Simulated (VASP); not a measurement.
Runs of VASP 6.6.1 on SrO. The structure is that of space group I4/mmm (No. 139), or close to it. The cells are those of the table. 

| cell | gap on the mesh (eV) | pressure (GPa) |
| --- | --- | --- |
| a = 3.965, b = 3.965, c = 3.238 Å, angles 65.9, 65.9, 48.2°, 2 atoms | 1.93 | 25.3 |
| a = 3.533, b = 3.533, c = 4.080 Å, angles 54.7, 54.7, 70.5°, 2 atoms | 0.40 | 37.5 |
| a = 3.777, b = 3.777, c = 3.420 Å, angles 63.1, 63.1, 53.8°, 2 atoms | 3.46 | (b) |
| a = 3.590, b = 3.590, c = 3.737 Å, angles 58.6, 58.6, 62.7°, 2 atoms | 3.28 | 3.4 |
| a = 3.538, b = 3.538, c = 4.195 Å, angles 53.6, 53.6, 72.7°, 2 atoms | none | 55.9 |
| a = 3.560, b = 3.560, c = 3.837 Å, angles 57.4, 57.4, 65.2°, 2 atoms | (a) | 8.4 |
| a = 4.047, b = 4.047, c = 3.175 Å, angles 66.9, 66.9, 46.2°, 2 atoms | 1.30 | 33.7 |
| a = 3.701, b = 3.701, c = 3.521 Å, angles 61.6, 61.6, 56.8°, 2 atoms | 3.57 | 3.6 |
| a = 3.541, b = 3.541, c = 3.948 Å, angles 56.1, 56.1, 67.8°, 2 atoms | 1.84 | 18.6 |
| a = 3.862, b = 3.862, c = 3.330 Å, angles 64.5, 64.5, 51.1°, 2 atoms | 2.82 | 15.5 |
| a = 3.611, b = 3.611, c = 3.684 Å, angles 59.3, 59.3, 61.3°, 2 atoms | 3.53 | 2.1 |

Alike in all rows: task single point; level r2SCAN; potentials or basis VASP PAW PBE potentials, release 64 (Sr_sv, O); no spin polarisation; k mesh 8 × 8 × 8; cutoff (eV) 520; smearing gaussian 0.05 eV.

Estimate the missing entries.

(a) 2.71; (b) 8.5.

Caveats: the PAW data sets were made with another functional, which shifts forces and pressure a little.

A k mesh can miss the band edges, and the runs leave out spin-orbit coupling on Sr.

A gap of «none» marks levels without a gap at the run's occupations.
